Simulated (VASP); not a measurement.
# NiCl3 in VASP: a series of runs

NiCl3 is run at these levels: PBEsol; tasks: single point.

Everything below comes from runs of VASP 6.6.1. Logs are shortened: lines on timing, memory, paths and dates and some standing lists are left out, and cuts for length are marked.

**1. The cell of the first run**

It takes space group Pm-3m (No. 221, cubic). Conventional cell: a = 4.579 Å, b = 4.579 Å, c = 4.579 Å, α = 90.00°, β = 90.00°, γ = 90.00°. Ni (site symmetry m-3m) has 6 Cl at 2.29 Å within 3.0 Å. Within 3.0 Å of Cl (site symmetry 4/mmm) lie 2 Ni at 2.29 Å.

**2. Single point, PBEsol, collinear spin, ferromagnetic start (volume scaled by 1.040)**

Contents of INCAR:

```
SYSTEM = NiCl3
PREC = Accurate
ENCUT = 520
EDIFF = 1E-6
ISMEAR = 0
SIGMA = 0.05
LREAL = .FALSE.
LASPH = .TRUE.
NELM = 150
ALGO = Normal
ISIF = 2
LWAVE = .FALSE.
LCHARG = .FALSE.
ISPIN = 2
MAGMOM = 0.1 0 0 0
LORBIT = 11
LMAXMIX = 4
GGA = PS
NBANDS = 28
```

Contents of KPOINTS:

```
regular mesh
0
G
  6 6 6
  0 0 0
```

Contents of POSCAR:

```
NiCl3
1.0
    4.5789696281      0.0000000000      0.0000000000
    0.0000000000      4.5789696281      0.0000000000
    0.0000000000      0.0000000000      4.5789696281
Ni Cl
1 3
Direct
    0.0000000000      0.0000000000      0.0000000000
    0.5000000000      0.0000000000      0.0000000000
    0.0000000000      0.0000000000      0.5000000000
    0.0000000000      0.5000000000      0.0000000000
```

Potentials or basis: VASP PAW PBE potentials, release 64 (Ni, Cl).

Run with:

```sh
$ cat potpaw_PBE.64/Ni/POTCAR potpaw_PBE.64/Cl/POTCAR > POTCAR
$ mpirun -np 1 vasp_std > vasp.out
```

OUTCAR:

```text
SYSTEM = NiCl3
   PREC = Accurate
   ENCUT = 520
   EDIFF = 1E-6
   ISMEAR = 0
   LREAL = .FALSE.
   LASPH = .TRUE.
   NELM = 150
   ISIF = 2
   ISPIN = 2
   LORBIT = 11
   GGA = PS

 ion  position               nearest neighbor table
   1  0.000  0.000  0.000-   2 2.29   3 2.29   4 2.29   3 2.29   4 2.29   2 2.29
   2  0.500  0.000  0.000-   1 2.29   1 2.29
   3  0.000  0.000  0.500-   1 2.29   1 2.29
   4  0.000  0.500  0.000-   1 2.29   1 2.29

  LATTYP: Found a simple cubic cell.
 ALAT       =     4.5789696281

  Lattice vectors:

 A1 = (   4.5789696281,   0.0000000000,   0.0000000000)
 A2 = (   0.0000000000,   4.5789696281,   0.0000000000)
 A3 = (   0.0000000000,   0.0000000000,   4.5789696281)

Analysis of symmetry for initial positions (statically):
=====================================================================
 Subroutine PRICEL returns:
 Original cell was already a primitive cell.

 Routine SETGRP: Setting up the symmetry group for a
 simple cubic supercell.

 Subroutine GETGRP returns: Found 48 space group operations
 (whereof 48 operations were pure point group operations)
 out of a pool of 48 trial point group operations.

The static configuration has the point symmetry O_h .

Analysis of symmetry for dynamics (positions and initial velocities):
=====================================================================
 Subroutine PRICEL returns:
 Original cell was already a primitive cell.

 Routine SETGRP: Setting up the symmetry group for a
 simple cubic supercell.

 Subroutine GETGRP returns: Found 48 space group operations
 (whereof 48 operations were pure point group operations)
 out of a pool of 48 trial point group operations.

The dynamic configuration has the point symmetry O_h .

Analysis of structural, dynamic, and magnetic symmetry:
=====================================================================
 Subroutine PRICEL returns:
 Original cell was already a primitive cell.

 Routine SETGRP: Setting up the symmetry group for a
 simple cubic supercell.

 Subroutine GETGRP returns: Found 48 space group operations
 (whereof 48 operations were pure point group operations)
 out of a pool of 48 trial point group operations.

The overall configuration has the point symmetry O_h .

 Subroutine INISYM returns: Found 48 space group operations
 (whereof 48 operations are pure point group operations),
 and found     1 'primitive' translations

----------------------------------------------------------------------------------------

                                     Primitive cell

  volume of cell :      96.0071

  direct lattice vectors                    reciprocal lattice vectors
     4.578969628  0.000000000  0.000000000     0.218389743  0.000000000  0.000000000
     0.000000000  4.578969628  0.000000000     0.000000000  0.218389743  0.000000000
     0.000000000  0.000000000  4.578969628     0.000000000  0.000000000  0.218389743

  length of vectors
     4.578969628  4.578969628  4.578969628     0.218389743  0.218389743  0.218389743

  position of ions in fractional coordinates (direct lattice)
     0.000000000  0.000000000  0.000000000
     0.500000000  0.000000000  0.000000000
     0.000000000  0.000000000  0.500000000
     0.000000000  0.500000000  0.000000000

  ion indices of the primitive-cell ions
   primitive index   ion index
                 1           1
                 2           2
                 3           3
                 4           4

----------------------------------------------------------------------------------------

 KPOINTS: regular mesh

Automatic generation of k-mesh.
 Grid dimensions read from file:
 generate k-points for:    6    6    6

 Generating k-lattice:

  Cartesian coordinates                     Fractional coordinates (reciprocal lattice)
     0.036398290  0.000000000  0.000000000     0.166666667  0.000000000  0.000000000
     0.000000000  0.036398290  0.000000000     0.000000000  0.166666667  0.000000000
     0.000000000  0.000000000  0.036398290     0.000000000  0.000000000  0.166666667

  Length of vectors
     0.036398290  0.036398290  0.036398290

  Shift w.r.t. Gamma in fractional coordinates (k-lattice)
     0.000000000  0.000000000  0.000000000

 Subroutine IBZKPT returns following result:
 ===========================================

 Found     20 irreducible k-points:

 Following reciprocal coordinates:
            Coordinates               Weight
  0.000000  0.000000  0.000000      1.000000
  0.166667  0.000000  0.000000      6.000000
  0.333333  0.000000  0.000000      6.000000
  0.500000  0.000000  0.000000      3.000000
  0.166667  0.166667  0.000000     12.000000
  0.333333  0.166667  0.000000     24.000000
[... 12 lines left out ...]
  0.500000  0.500000  0.333333      6.000000
  0.500000  0.500000  0.500000      1.000000
   k-points           NKPTS =     20   k-points in BZ     NKDIM =     20   number of bands    NBANDS=     28
   number of dos      NEDOS =    301   number of ions     NIONS =      4
   total plane-waves  NPLWV =  46656
   dimension x,y,z NGX =    36 NGY =   36 NGZ =   36
   dimension x,y,z NGXF=    72 NGYF=   72 NGZF=   72
   ions per type =               1   3
   NGX,Y,Z   is equivalent  to a cutoff of  13.07, 13.07, 13.07 a.u.
   NGXF,Y,Z  is equivalent  to a cutoff of  26.14, 26.14, 26.14 a.u.
 SYSTEM =  NiCl3
   PREC   = accura    normal or accurate (medium, high low for compatibility)
   ISTART =      0    job   : 0-new  1-cont  2-samecut
   ICHARG =      2    charge: 1-file 2-atom 10-const
   ISPIN  =      2    spin polarized calculation?
   LNONCOLLINEAR =      F non collinear calculations
   LSORBIT =      F    spin-orbit coupling
   LASPH  =      T    aspherical Exc in radial PAW
   ENCUT  =  520.0 eV  38.22 Ry    6.18 a.u.   8.51  8.51  8.51*2*pi/ulx,y,z
   NELM   =    150;   NELMIN=  2; NELMDL= -5     # of ELM steps
   EDIFF  = 0.1E-05   stopping-criterion for ELM
   LREAL  =      F    real-space projection
   EDIFFG = 0.1E-04   stopping-criterion for IOM
   NSW    =      0    number of steps for IOM
   IBRION =     -1    ionic relax: 0-MD 1-quasi-New 2-CG
   NFREE  =      0    steps in history (QN), initial steepest desc. (CG)
   ISIF   =      2    stress and relaxation
   ISYM   =      2    0-nonsym 1-usesym 2-fastsym
   POTIM  = 0.5000    time-step for ionic-motion
   TEBEG  =    0.0;   TEEND  =   0.0 temperature during run
   PSTRESS=    0.0 pullay stress
   NELECT =      31.0000    total number of electrons
   NUPDOWN=      -1.0000    fix difference up-down
   EMIN   =  10.00;   EMAX   =-10.00  energy-range for DOS
   EFERMI =   0.00;   METHOD = LEGACY
   ISMEAR =     0;   SIGMA  =   0.05  broadening in eV -4-tet -1-fermi 0-gaus
   EFERMI_NEDOS =   21; number of points for ismear=-14 and -15
   IALGO  =     38    algorithm
   IMIX   =      4    mixing-type and parameters
     AMIX     =   0.40;   BMIX     =  1.00
     AMIX_MAG =   1.60;   BMIX_MAG =  1.00
  volume/ion in A,a.u.               =      24.00       161.97
  Fermi-wavevector in a.u.,A,eV,Ry     =   1.123124  2.122396 17.162485  1.261407
  Thomas-Fermi vector in A             =   2.259788
   LORBIT       =     11    0 simple, 1 ext, 2 COOP (PROOUT), +10 PAW based schemes
   GGA     = PS    functional components
   LHFCALC =     F    Hartree Fock is set to
   AEXX    =    0.0000 exact exchange contribution
   IVDW    =     0    specifies the selected vdW correction
   LEPSILON=     F    determine dielectric tensor
   LRPA    =     F    only Hartree local field effects (RPA)
 spin polarized calculation
 Gauss-broadening in eV      SIGMA  =   0.05
  energy-cutoff  :      520.00
  volume of cell :       96.01
 maximum number of plane-waves:      2608
 NGX is ok and might be reduce to    36
   NGX = 17   NGY = 17   NGZ = 17

 number of electron      31.0000009 magnetization       0.0006392

 number of electron      31.0000009 magnetization      -0.0004772

 Free energy of the ion-electron system (eV)
  ---------------------------------------------------
  ext. energy  EPLUGINS =         0.00000000
  ---------------------------------------------------
  free energy    TOTEN  =       -13.00720869 eV

  energy without entropy =      -13.00161902  energy(sigma->0) =      -13.00441386

 E-fermi :   0.3580     XC(G=0):  -8.4868

 val. band max:        0.3576572251   @ k =   0.5000   0.5000   0.1667
 cond. band min:       0.3806659474   @ k =   0.3333   0.1667   0.1667
 fundamental gap:      0.0230087222
 Fermi energy:         0.3579506481

 spin component 1

 k-point     1 :       0.0000    0.0000    0.0000
  band No.  band energies     occupation
      1     -14.6456      1.00000
      2     -13.1817      1.00000
      3     -13.1817      1.00000
      4      -3.8059      1.00000
      5      -3.8059      1.00000
      6      -3.8059      1.00000
[... 19 lines left out ...]
     26      15.3667      0.00000
     27      15.3667      0.00000

 k-point     2 :       0.1667    0.0000    0.0000
  band No.  band energies     occupation
      1     -14.5652      1.00000
      2     -13.2546      1.00000
      3     -13.1780      1.00000
      4      -3.9925      1.00000
      5      -3.7381      1.00000
      6      -3.7381      1.00000
[... 19 lines left out ...]
     26      14.3134      0.00000
     27      14.8247      0.00000

 k-point     3 :       0.3333    0.0000    0.0000
  band No.  band energies     occupation
      1     -14.3636      1.00000
      2     -13.4422      1.00000
      3     -13.1706      1.00000
      4      -4.3100      1.00000
      5      -3.5712      1.00000
      6      -3.5712      1.00000
[... 473 lines left out ...]
  band No.  band energies     occupation
      1     -13.5784      1.00000
      2     -13.5322      1.00000
      3     -13.5322      1.00000
      4      -5.9885      1.00000
      5      -3.7778      1.00000
      6      -3.6988      1.00000
[... 19 lines left out ...]
     26      13.1382      0.00000
     27      13.2879      0.00000

 k-point    20 :       0.5000    0.5000    0.5000
  band No.  band energies     occupation
      1     -13.5253      1.00000
      2     -13.5253      1.00000
      3     -13.5253      1.00000
      4      -6.2294      1.00000
      5      -3.7755      1.00000
      6      -3.7754      1.00000
[... 19 lines left out ...]
     26      13.4053      0.00000
     27      13.4053      0.00000
 Fermi energy:         0.3579506481

 spin component 2

 k-point     1 :       0.0000    0.0000    0.0000
  band No.  band energies     occupation
      1     -14.6456      1.00000
      2     -13.1818      1.00000
      3     -13.1818      1.00000
      4      -3.8060      1.00000
      5      -3.8060      1.00000
      6      -3.8060      1.00000
[... 19 lines left out ...]
     26      15.3666      0.00000
     27      15.3666      0.00000

 k-point     2 :       0.1667    0.0000    0.0000
  band No.  band energies     occupation
      1     -14.5652      1.00000
      2     -13.2547      1.00000
      3     -13.1780      1.00000
      4      -3.9926      1.00000
      5      -3.7381      1.00000
      6      -3.7381      1.00000
[... 19 lines left out ...]
     26      14.3134      0.00000
     27      14.8247      0.00000

 k-point     3 :       0.3333    0.0000    0.0000
  band No.  band energies     occupation
      1     -14.3637      1.00000
      2     -13.4422      1.00000
      3     -13.1706      1.00000
      4      -4.3101      1.00000
      5      -3.5712      1.00000
      6      -3.5712      1.00000
[... 473 lines left out ...]
  band No.  band energies     occupation
      1     -13.5784      1.00000
      2     -13.5323      1.00000
      3     -13.5323      1.00000
      4      -5.9886      1.00000
      5      -3.7781      1.00000
      6      -3.6991      1.00000
[... 19 lines left out ...]
     26      13.1382      0.00000
     27      13.2879      0.00000

 k-point    20 :       0.5000    0.5000    0.5000
  band No.  band energies     occupation
      1     -13.5253      1.00000
      2     -13.5253      1.00000
      3     -13.5253      1.00000
      4      -6.2295      1.00000
      5      -3.7757      1.00000
      6      -3.7757      1.00000
[... 19 lines left out ...]
     26      13.4053      0.00000
     27      13.4053      0.00000
 [bands above 27 left out]

------------------------ aborting loop because EDIFF is reached ----------------------------------------

  FORCE on cell =-STRESS in cart. coord.  units (eV):
  Direction    XX          YY          ZZ          XY          YZ          ZX
  --------------------------------------------------------------------------------------
  -------------------------------------------------------------------------------------
  Total       -1.2110559     -1.2110559     -1.2110559     -0.0000000      0.0000000      0.0000000
  in kB      -20.2102403    -20.2102403    -20.2102403     -0.0000000      0.0000000      0.0000000
  external PRESSURE =     -20.2102403 kB  Pullay stress =       0.0000000 kB

 VOLUME and BASIS-vectors are now :
 -----------------------------------------------------------------------------
  energy-cutoff  :      520.00
  volume of cell :       96.01
      direct lattice vectors                 reciprocal lattice vectors
     4.578969628  0.000000000  0.000000000     0.218389743  0.000000000  0.000000000
     0.000000000  4.578969628  0.000000000     0.000000000  0.218389743  0.000000000
     0.000000000  0.000000000  4.578969628     0.000000000  0.000000000  0.218389743

 POSITION                                       TOTAL-FORCE (eV/Angst)
 -----------------------------------------------------------------------------------
      0.00000      0.00000      0.00000         0.000000      0.000000      0.000000
      2.28948      0.00000      0.00000         0.000000      0.000000      0.000000
      0.00000      0.00000      2.28948         0.000000      0.000000      0.000000
      0.00000      2.28948      0.00000         0.000000      0.000000      0.000000
 -----------------------------------------------------------------------------------
    total drift:                                0.000000     -0.000000     -0.000000

  FREE ENERGIE OF THE ION-ELECTRON SYSTEM (eV)
  ---------------------------------------------------
  free  energy   TOTEN  =       -13.0072086945 eV

  energy  without entropy=      -13.0016190196  energy(sigma->0) =      -13.00441386

 total charge

# of ion       s       p       d       tot
------------------------------------------
    1        0.367   0.427   8.290   9.084
    2        1.599   3.417   0.000   5.016
    3        1.599   3.417   0.000   5.016
    4        1.599   3.417   0.000   5.016
--------------------------------------------------
tot          5.163  10.680   8.290  24.134

 magnetization (x)

# of ion       s       p       d       tot
------------------------------------------
    1       -0.000  -0.000  -0.000  -0.000
    2       -0.000  -0.000   0.000  -0.000
    3       -0.000  -0.000   0.000  -0.000
    4       -0.000  -0.000   0.000  -0.000
--------------------------------------------------
tot         -0.000  -0.000  -0.000  -0.000
```

Run time: 81 s. Hardware: 1 thread of Intel Xeon 6975P-C (Granite Rapids), shared host; peak memory 0.28 GiB.

Results:

```yaml
Free_energy: -13.0072 eV
Pressure: -2.0 GPa
Net_moment: 0.00 μB per cell
Valence_electrons_inside_the_program's_atomic_spheres: Ni 9.08; Cl 5.02
```

Levels at points of the mesh, in eV from the Fermi level:
Spin up:
| k point | band 11 | band 12 | band 13 | band 14 | band 15 | band 16 | band 17 | band 18 | band 19 | band 20 |
| --- | --- | --- | --- | --- | --- | --- | --- | --- | --- | --- |
| (0.00, 0.00, 0.00) | -1.24 | -0.96 | -0.96 | -0.96 | -0.63 | -0.63 | -0.63 | 4.05 | 6.69 | 9.69 |
| (0.50, 0.00, 0.00) | -1.24 | -1.22 | -0.75 | -0.75 | -0.18 | -0.18 | -0.04 | 7.40 | 8.75 | 8.82 |
| (0.50, 0.50, 0.00) | -1.62 | -0.81 | -0.39 | -0.17 | -0.17 | 0.10 | 2.07 | 9.01 | 9.01 | 9.35 |
| (0.50, 0.50, 0.50) | -0.37 | -0.37 | 0.11 | 0.11 | 0.11 | 2.08 | 2.08 | 7.20 | 7.81 | 7.81 |
Spin down:
| k point | band 11 | band 12 | band 13 | band 14 | band 15 | band 16 | band 17 | band 18 | band 19 | band 20 |
| --- | --- | --- | --- | --- | --- | --- | --- | --- | --- | --- |
| (0.00, 0.00, 0.00) | -1.24 | -0.96 | -0.96 | -0.96 | -0.63 | -0.63 | -0.63 | 4.05 | 6.69 | 9.69 |
| (0.50, 0.00, 0.00) | -1.24 | -1.22 | -0.75 | -0.75 | -0.18 | -0.18 | -0.04 | 7.40 | 8.75 | 8.82 |
| (0.50, 0.50, 0.00) | -1.62 | -0.81 | -0.39 | -0.17 | -0.17 | 0.10 | 2.07 | 9.01 | 9.01 | 9.35 |
| (0.50, 0.50, 0.50) | -0.37 | -0.37 | 0.11 | 0.11 | 0.11 | 2.08 | 2.08 | 7.20 | 7.81 | 7.81 |

Caveat: the cell differs from its parent crystal (volume scaled by 1.040); the PAW data sets were made with another functional, which shifts forces and pressure a little; semilocal functionals often make such compounds metallic where correlation or magnetic order opens a gap, which also shifts bond lengths.

**3. Single point, PBEsol, collinear spin, ferromagnetic start**

This run uses another cell than the first one, of 24.10 Å³/atom, 1.004 times its volume.

Contents of INCAR:

```
PREC     = Accurate       # precision mode
ENCUT    = 520            # plane-wave cutoff, eV
EDIFF    = 1E-7           # SCF threshold, eV
ISMEAR   = 0              # smearing method
SIGMA    = 0.05           # smearing width, eV
LREAL    = False          # projectors in reciprocal space
LASPH    = True           # aspherical terms in the spheres
NELM     = 150            # most SCF steps
ALGO     = Normal         # electronic algorithm
ISIF     = 2              # what is computed and relaxed
LWAVE    = False          # write WAVECAR
LCHARG   = False          # write CHGCAR
ISPIN    = 2              # spin polarisation
MAGMOM   = 0.59 0 0 0     # initial moments
LORBIT   = 11             # projections on sites
LMAXMIX  = 4              # l up to which the mixer works
GGA      = PS             # functional
NBANDS   = 28             # bands
```

Contents of KPOINTS:

```
regular mesh
0
Gamma
  6 6 6
```

Contents of POSCAR:

```
NiCl3
1.0
    4.5851656774      0.0000000000      0.0000000000
    0.0000000000      4.5851656774      0.0000000000
    0.0000000000      0.0000000000      4.5851656774
Ni Cl
1 3
Direct
    0.0000000000      0.0000000000      0.0000000000
    0.5000000000      0.0000000000      0.0000000000
    0.0000000000      0.0000000000      0.5000000000
    0.0000000000      0.5000000000      0.0000000000
```

Potentials or basis: VASP PAW PBE potentials, release 64 (Ni, Cl).

Run with:

```sh
$ cat potpaw_PBE.64/Ni/POTCAR potpaw_PBE.64/Cl/POTCAR > POTCAR
$ mpirun -np 1 vasp_std > vasp.out
```

Wall time 71 s (1 thread of Intel Xeon 6975P-C (Granite Rapids), shared host); peak memory 0.28 GiB.

It converged, with:

```yaml
Free_energy: -13.0023 eV
Pressure: -2.2 GPa
Net_moment: 0.17 μB per cell
Site_moments: Ni +0.12; Cl +0.01 μB
Valence_electrons_inside_the_program's_atomic_spheres: Ni 9.08; Cl 5.01
```

Levels at points of the mesh, in eV from the Fermi level:
Spin up:
```tsv
k point	band 13	band 14	band 15	band 16	band 17	band 18	band 19	band 20
(0.00, 0.00, 0.00)	-0.95	-0.95	-0.63	-0.63	-0.63	4.02	6.69	9.70
(0.50, 0.00, 0.00)	-0.75	-0.75	-0.20	-0.20	-0.11	7.36	8.76	8.82
(0.50, 0.50, 0.00)	-0.42	-0.18	-0.18	0.09	2.00	8.99	8.99	9.36
(0.50, 0.50, 0.50)	0.10	0.10	0.10	2.01	2.01	7.22	7.80	7.80
```
Spin down:
| k point | band 11 | band 12 | band 13 | band 14 | band 15 | band 16 | band 17 | band 18 | band 19 | band 20 |
| --- | --- | --- | --- | --- | --- | --- | --- | --- | --- | --- |
| (0.00, 0.00, 0.00) | -1.14 | -0.94 | -0.94 | -0.94 | -0.61 | -0.61 | -0.61 | 4.06 | 6.70 | 9.70 |
| (0.50, 0.00, 0.00) | -1.20 | -1.14 | -0.73 | -0.73 | -0.15 | -0.15 | 0.04 | 7.41 | 8.77 | 8.82 |
| (0.50, 0.50, 0.00) | -1.60 | -0.72 | -0.35 | -0.13 | -0.13 | 0.11 | 2.12 | 9.01 | 9.01 | 9.36 |
| (0.50, 0.50, 0.50) | -0.33 | -0.33 | 0.12 | 0.12 | 0.12 | 2.13 | 2.13 | 7.22 | 7.82 | 7.82 |

Caveat: the PAW data sets were made with another functional, which shifts forces and pressure a little; semilocal functionals often make such compounds metallic where correlation or magnetic order opens a gap, which also shifts bond lengths.

[end of part 1 of 2]
